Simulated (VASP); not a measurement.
# NiO (Fm-3m) in VASP: vibrations by perturbation theory with PBE

Aim: the vibrations by perturbation theory of NiO with PBE.

Program: VASP 6.6.1. These are calculated values, not measurements. Logs are shortened: lines on timing, memory, paths and dates and some standing lists are left out, and cuts for length are marked.

**1. The cell of the first run**

The structure is cubic, space group Fm-3m (No. 225). Conventional cell: a = 4.216 Å, b = 4.216 Å, c = 4.216 Å, α = 90.00°, β = 90.00°, γ = 90.00°. Ni (site symmetry m-3m) has 6 O at 2.11 Å within 2.8 Å. Within 2.8 Å of O (site symmetry m-3m) lie 6 Ni at 2.11 Å.

**2. Vibrations by perturbation theory, PBE, collinear spin, ferromagnetic start**

INCAR

```
SYSTEM = NiO
PREC     = Accurate       ! precision mode
ENCUT    = 520            ! plane-wave cutoff, eV
EDIFF    = 1E-8           ! SCF threshold, eV
ISMEAR   = 0              ! smearing method
SIGMA    = 0.15           ! smearing width, eV
LREAL    = .FALSE.        ! projectors in reciprocal space
LASPH    = .TRUE.         ! aspherical terms in the spheres
NELM     = 150            ! most SCF steps
ALGO     = Normal         ! electronic algorithm
ISIF     = 2              ! what is computed and relaxed
LWAVE    = .FALSE.        ! write WAVECAR
LCHARG   = .FALSE.        ! write CHGCAR
ISPIN    = 2              ! spin polarisation
MAGMOM   = 1.6 0.32       ! initial moments
LORBIT   = 11             ! projections on sites
LMAXMIX  = 4              ! l up to which the mixer works
GGA      = PE             ! functional
IBRION   = 8              ! ionic algorithm
NSW      = 1              ! ionic steps
KPAR     = 4
```

KPOINTS

```
Automatic mesh
0
G
  24 24 24
  0 0 0
```

POSCAR

```
NiO
1.0
    0.0000000000      2.1081898919      2.1081898919
    2.1081898919      0.0000000000      2.1081898919
    2.1081898919      2.1081898919      0.0000000000
Ni O
1 1
Direct
    0.0000000000      0.0000000000      0.0000000000
    0.5000000000      0.5000000000      0.5000000000
```

Potentials or basis: VASP PAW PBE potentials, release 64 (Ni, O).

The run is started by

```sh
cat potpaw_PBE.64/Ni/POTCAR potpaw_PBE.64/O/POTCAR > POTCAR
mpirun -np 4 vasp_std > vasp.out
```

OUTCAR:

```text
SYSTEM = NiO
   PREC = Accurate
   ENCUT = 520
   EDIFF = 1E-8
   ISMEAR = 0
   LREAL = .FALSE.
   LASPH = .TRUE.
   NELM = 150
   ISIF = 2
   ISPIN = 2
   LORBIT = 11
   GGA = PE
   IBRION = 8
   NSW = 1

 ion  position               nearest neighbor table
   1  0.000  0.000  0.000-   2 2.11   2 2.11   2 2.11   2 2.11   2 2.11   2 2.11
   2  0.500  0.500  0.500-   1 2.11   1 2.11   1 2.11   1 2.11   1 2.11   1 2.11

  LATTYP: Found a face centered cubic cell.
 ALAT       =     4.2163797838

  Lattice vectors:

 A1 = (   0.0000000000,   2.1081898919,   2.1081898919)
 A2 = (   2.1081898919,   0.0000000000,   2.1081898919)
 A3 = (   2.1081898919,   2.1081898919,   0.0000000000)

Analysis of symmetry for initial positions (statically):
=====================================================================
 Subroutine PRICEL returns:
 Original cell was already a primitive cell.

 Routine SETGRP: Setting up the symmetry group for a
 face centered cubic supercell.

 Subroutine GETGRP returns: Found 48 space group operations
 (whereof 48 operations were pure point group operations)
 out of a pool of 48 trial point group operations.

The static configuration has the point symmetry O_h .

Analysis of symmetry for dynamics (positions and initial velocities):
=====================================================================
 Subroutine PRICEL returns:
 Original cell was already a primitive cell.

 Routine SETGRP: Setting up the symmetry group for a
 face centered cubic supercell.

 Subroutine GETGRP returns: Found 48 space group operations
 (whereof 48 operations were pure point group operations)
 out of a pool of 48 trial point group operations.

The dynamic configuration has the point symmetry O_h .

Analysis of structural, dynamic, and magnetic symmetry:
=====================================================================
 Subroutine PRICEL returns:
 Original cell was already a primitive cell.

 Routine SETGRP: Setting up the symmetry group for a
 face centered cubic supercell.

 Subroutine GETGRP returns: Found 48 space group operations
 (whereof 48 operations were pure point group operations)
 out of a pool of 48 trial point group operations.

The overall configuration has the point symmetry O_h .

[... 955 lines left out ...]
 -----------------------------------------------------------------------------------
    total drift:                                0.000000     -0.000000     -0.000000

  FREE ENERGIE OF THE ION-ELECTRON SYSTEM (eV)
  ---------------------------------------------------
  free  energy   TOTEN  =       -11.4855923792 eV

  energy  without entropy=      -11.4726249298  energy(sigma->0) =      -11.47910865

[... ionic steps 2 to 3 ...]

--------------------------------------- Ionic step        4  -------------------------------------------

------------------------ aborting loop because EDIFF is reached ----------------------------------------

[... ionic steps 5 to 6 ...]

--------------------------------------- Ionic step        7  -------------------------------------------

 Free energy of the ion-electron system (eV)
  ---------------------------------------------------
  ---------------------------------------------------
  free energy    TOTEN  =        -0.35687708 eV

  energy without entropy =       -0.35687707

------------------------ aborting loop because EDIFF is reached ----------------------------------------

 INTERNAL STRAIN TENSOR  FOR ION    2  DIRECTION 1   (eV/Angst):
 -----------------------------------------------------------------------------
    -0.01742  0.00000  0.00000
    -0.00000 -0.00165  0.00000
     0.00000  0.00000 -0.00165

 INTERNAL STRAIN TENSOR FOR ION    2 for displacements in x,y,z  (eV/Angst):
          X           Y           Z          XY          YZ          ZX
  --------------------------------------------------------------------------------
  x     0.00000     0.00000     0.00000     0.00000     0.00000     0.00000
  y     0.00000     0.00000     0.00000     0.00000     0.00000     0.00000
  z     0.00000     0.00000     0.00000     0.00000     0.00000     0.00000

 SECOND DERIVATIVES (NOT SYMMETRIZED)
 ------------------------------------
               1X          1Y          1Z          2X          2Y          2Z
  1X    -1.905512    0.000000    0.000000    1.905512    0.000000    0.000000
  1Y     0.000000   -1.905512    0.000000    0.000000    1.905512    0.000000
  1Z     0.000000    0.000000   -1.905512    0.000000    0.000000    1.905512
  2X     1.919944    0.000000    0.000000   -1.919944    0.000000    0.000000
  2Y     0.000000    1.919944    0.000000    0.000000   -1.919944    0.000000
  2Z     0.000000    0.000000    1.919944    0.000000    0.000000   -1.919944

 Eigenvectors and eigenvalues of the dynamical matrix
 ----------------------------------------------------

   1 f  =    6.104284 THz    38.354348 2PiTHz  203.616997 cm-1    25.245279 meV
             X         Y         Z           dx          dy          dz
      0.000000  0.000000  0.000000     0.000000    0.461468    0.000000
      2.108190  2.108190  2.108190    -0.000000   -0.887157    0.000000
[... 21 lines left out ...]
   6 f/i=    0.009428 THz     0.059238 2PiTHz    0.314483 cm-1     0.038991 meV
             X         Y         Z           dx          dy          dz
      0.000000  0.000000  0.000000    -0.012034   -0.799913    0.383459
      2.108190  2.108190  2.108190    -0.006260   -0.416087    0.199462

--------------------------------------------------------------------------------------------------------

 ELASTIC MODULI CONTR FROM IONIC RELAXATION (kBar)
 Direction    XX          YY          ZZ          XY          YZ          ZX
 --------------------------------------------------------------------------------
 XX           0.0000      0.0000      0.0000      0.0000      0.0000      0.0000
 YY           0.0000      0.0000      0.0000      0.0000      0.0000      0.0000
 ZZ           0.0000      0.0000      0.0000      0.0000      0.0000      0.0000
 XY           0.0000      0.0000      0.0000      0.0000      0.0000      0.0000
 YZ           0.0000      0.0000      0.0000      0.0000      0.0000      0.0000
 ZX           0.0000      0.0000      0.0000      0.0000      0.0000      0.0000
 --------------------------------------------------------------------------------

 total charge

# of ion       s       p       d       tot
------------------------------------------
    1        0.323   0.383   8.228   8.935
    2        1.557   3.409   0.000   4.965
--------------------------------------------------
tot          1.880   3.792   8.228  13.900

 magnetization (x)

# of ion       s       p       d       tot
------------------------------------------
    1        0.011   0.014   1.421   1.447
    2        0.027   0.241   0.000   0.268
--------------------------------------------------
tot          0.038   0.255   1.421   1.715
```

OSZICAR:

```text
N       E                     dE             d eps       ncg     rms          rms(c)
DAV:   1     0.871794933695E+02    0.87179E+02   -0.78041E+03 22165   0.151E+03
DAV:   2    -0.809454348973E+01   -0.95274E+02   -0.84196E+02 23305   0.287E+02
DAV:   3    -0.137407836172E+02   -0.56462E+01   -0.54491E+01 24046   0.783E+01
DAV:   4    -0.138018311288E+02   -0.61048E-01   -0.61006E-01 23669   0.818E+00
[... 49 lines left out ...]
RMM:  11    -0.356877453492E+00   -0.25255E-06   -0.57319E-10 95511   0.158E-04    0.248E-05
RMM:  12    -0.356877195590E+00    0.25790E-06   -0.90007E-11 99676   0.745E-05    0.630E-06
RMM:  13    -0.356877094503E+00    0.10109E-06    0.13877E-10105918   0.349E-05    0.168E-06
RMM:  14    -0.356877084150E+00    0.10352E-07    0.23135E-09110871   0.246E-05    0.979E-07
RMM:  15    -0.356877081091E+00    0.30599E-08    0.84048E-09109186   0.219E-05    0.396E-07
 Linear response finished
```

Run time: 15 min. Hardware: 4 MPI ranks of Oxide Virtual Turin-like, shared host; peak memory 0.98 GiB.

Results:

- Net moment: 1.76 μB per cell
- Site moments: Ni +1.45; O +0.27 μB
- Valence electrons inside the program's atomic spheres: Ni 8.94; O 4.96
- Highest phonon frequency at Γ, LO-TO splitting left out: 204 cm⁻¹

Phonon frequencies in cm⁻¹ (negative: imaginary):
| q point | frequencies |
| --- | --- |
| (0.000, 0.000, 0.000) | 0 0 0 204 204 204 |

Caveat: a cell with one magnetic atom can't hold antiferromagnetic order, which such compounds often take.
